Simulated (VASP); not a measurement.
Wanted: the native input for a VASP 6.6.1 run.

| Quantity | Value |
| --- | --- |
| Task | single point |
| Functional | PBEsol |
| Potentials or basis | VASP PAW PBE potentials, release 64 (Sn_d) |
| Cutoff | 520 eV |
| k mesh | 6 × 6 × 6 |
| Occupations | fermi-dirac, width 0.02 eV |
| Spin | no spin polarisation |
| Dipole correction | no |
| Further INCAR settings | ALGO = Normal; EDIFF = 1e-06; NBANDS = 21 |

The structure of Sn lies in POSCAR:

```
Sn
1.0
    0.0000000000      3.2714565352      3.2714565352
    3.2714565352      0.0000000000      3.2714565352
    3.2714565352      3.2714565352      0.0000000000
Sn
2
Direct
    0.0000000000      0.0000000000      0.0000000000
    0.2500000000      0.2500000000      0.2500000000
```

These files were run (other wordings do the same):

INCAR

```
SYSTEM = Sn
PREC = Accurate
ENCUT = 520
EDIFF = 1E-6
ISMEAR = -1
SIGMA = 0.02
LREAL = .False.
LASPH = .True.
NELM = 80
ALGO = Normal
ISIF = 2
LWAVE = .False.
LCHARG = .False.
GGA = PS
NBANDS = 21
```

KPOINTS

```
regular mesh
0
Gamma
  6 6 6
  0 0 0
```

Potentials or basis: VASP PAW PBE potentials, release 64 (Sn_d).

Launch:

```sh
$ cat potpaw_PBE.64/Sn_d/POTCAR > POTCAR
$ mpirun -np 1 vasp_std > vasp.out
```

Results of the run:

```yaml
Pressure: -0.1 GPa
Band_gap_on_the_k_mesh: zero (band 14 reaches 5.33 eV, above the bottom of band 15 at 5.13 eV)
```

Caveat: the PAW data sets were made with another functional, which shifts forces and pressure a little; spin-orbit coupling is left out, which moves the levels of the heavy elements.

Wall time 18 s on 1 thread of Intel(R) Xeon(R) Platinum 8259CL CPU @ 2.50GHz (Skylake/Cascade Lake), on a shared host, peak memory 0.2 GiB.
